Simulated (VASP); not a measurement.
TiAl:

```
Ti Al
1.0
     3.13610    0.00000    0.00000
     0.00000    3.13610    0.00000
     0.00000    0.00000    3.13610
Ti Al
1 1
Direct
  0.00000 0.00000 0.00000
  0.50000 0.50000 0.50000
```

Base run:

| Item | Value |
| --- | --- |
| Program | VASP 6.6.1 |
| Functional | r2SCAN |
| Potentials or basis | VASP PAW PBE potentials, release 64 (Ti_sv, Al) |
| Cutoff | 520 eV |
| k mesh | 8 × 8 × 8 |
| Occupations | fermi-dirac, width 0.05 eV |
| Spin | no spin polarisation |

Its results: pressure 4.7 GPa.

Q: The run is repeated on the same cell with these changes: functional from r2SCAN to PBE; further incar settings from ALGO = Normal; EDIFF = 1e-07; NBANDS = 14 to ALGO = Fast; EDIFF = 1e-07; NBANDS = 14. What comes out?

A: Pressure 5.9 GPa.

Caveats: the PAW data sets were made with another functional, which shifts forces and pressure a little (some runs).
